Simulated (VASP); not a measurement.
A run of VASP 6.6.1:

INCAR

```
PREC = Accurate
ENCUT = 520
EDIFF = 1E-7
ISMEAR = 0
SIGMA = 0.02
LREAL = F
LASPH = T
NELM = 60
ALGO = Normal
ISIF = 2
LWAVE = F
LCHARG = F
GGA = PE
NBANDS = 54
```

KPOINTS

```
Automatic mesh
0
Gamma
  6 6 4
```

File POSCAR:

```
SiGeO4
1.0
    5.4661037708      0.0000000000      0.0000000000
   -2.7330518854      4.7337847253      0.0000000000
    0.0000000000      0.0000000000      8.9224256000
Si Ge O
2 2 8
Direct
    0.3333333333      0.6666666667      0.9375280000
    0.6666666667      0.3333333333      0.4375280000
    0.6666666667      0.3333333333      0.0624100000
    0.3333333333      0.6666666667      0.5624100000
    0.0114250000      0.5057125000      0.9978940000
    0.4942875000      0.5057125000      0.9978940000
    0.4942875000      0.9885750000      0.9978940000
    0.3333333333      0.6666666667      0.7563810000
    0.6666666667      0.3333333333      0.2563810000
    0.5057125000      0.0114250000      0.4978940000
    0.5057125000      0.4942875000      0.4978940000
    0.9885750000      0.4942875000      0.4978940000
```

Potentials or basis: VASP PAW PBE potentials, release 64 (Si, Ge_d, O).

The run is started by

```bash
$ cat potpaw_PBE.64/Si/POTCAR potpaw_PBE.64/Ge_d/POTCAR potpaw_PBE.64/O/POTCAR > POTCAR
$ mpirun -np 1 vasp_std > vasp.out
```

Hardware: 1 thread of Intel Xeon 8259CL (shared host).

Problem. How long does it take, and how much memory?

Solution. Run time: 11 min on 1 thread of Intel Xeon 8259CL (shared host), peak memory 0.47 GiB. Counts: scf iterations 16, k points 21.
